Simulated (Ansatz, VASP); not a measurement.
# W in VASP and in Ansatz

INCAR

```
  PREC = Accurate
  ENCUT = 500
  EDIFF = 1E-6
  ISMEAR = 1
  SIGMA = 0.05
  LREAL = False
  LASPH = True
  NELM = 120
  ALGO = Normal
  ISIF = 2
  LWAVE = False
  LCHARG = True
  GGA = PE
  LELF = True
  LVHAR = True
  NBANDS = 13
  GGA_COMPAT = False
```

The input KPOINTS:

```
regular mesh
0
Gamma
  9 9 9
```

Contents of POSCAR:

```
W
1.0
   -1.5823450000      1.5823450000      1.5823450000
    1.5823450000     -1.5823450000      1.5823450000
    1.5823450000      1.5823450000     -1.5823450000
W
1
Direct
    0.0000000000      0.0000000000      0.0000000000
```

Input for Ansatz:

```yaml
crystal:
  lattice:
    - [-1.582345, 1.582345, 1.582345]
    - [1.582345, -1.582345, 1.582345]
    - [1.582345, 1.582345, -1.582345]
  atoms:
    - { symbol: W, position: [0.0, 0.0, 0.0] }
basis:
  ecutwfc: 510.0
kpoints:
  mp_grid:
    grid: [9, 9, 9]
hamiltonian:
  pseudopotentials:
    kind: paw
scf:
  occupations:
    method: cold
    width: 0.05
output:
  stress: true
```

Alike in both runs: task single point; functional PBE; k mesh 9 × 9 × 9; no spin polarisation.

|  | VASP | Ansatz |
| --- | --- | --- |
| version | VASP 6.6.1 | Ansatz 0.2.0 |
| potentials or method | VASP PAW PBE potentials, release 64 (W_sv), cutoff 500 eV | plane waves, PAW |
| occupations | methfessel-paxton of order 1, width 0.05 eV | cold, width 0.05 eV |
| valence electrons in the cell | 14 | 14 |

```csv
,VASP,Ansatz,Ansatz less VASP
pressure (GPa),6.0,5.4,-0.59
```

Neither program's run includes spin-orbit coupling.
